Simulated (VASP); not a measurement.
A run of VASP 6.6.1:

File INCAR:

```
PREC = Accurate ; ENCUT = 520
EDIFF = 1E-6 ; ISMEAR = 0
SIGMA = 0.1 ; LREAL = False
LASPH = True ; NELM = 60
ALGO = Normal ; ISIF = 2
LWAVE = False ; LCHARG = True
GGA = PS ; LELF = True
LVHAR = True ; NBANDS = 17
```

The input KPOINTS:

```
Automatic mesh
0
Gamma
  6 6 4
```

POSCAR

```
Hf
1.0
    3.1579593909      0.0000000000      0.0000000000
   -1.5789796954      2.7348730566      0.0000000000
    0.0000000000      0.0000000000      5.0214036449
Hf
2
Direct
    0.3333333333      0.6666666667      0.2500000000
    0.6666666667      0.3333333333      0.7500000000
```

Potentials or basis: VASP PAW PBE potentials, release 64 (Hf_pv).

Run with:

```sh
$ cat potpaw_PBE.64/Hf_pv/POTCAR > POTCAR
$ mpirun -np 1 vasp_std > vasp.out
```

Hardware: 1 thread of AMD EPYC 7R43 64-Core Processor (Zen 3) (shared host).

**Question.** Estimate the wall time of this run.

**Answer.** It took 14 s on 1 thread of AMD EPYC 7R43 64-Core Processor (Zen 3) (shared host), peak memory 0.12 GiB. Counts: scf iterations 11, k points 21.
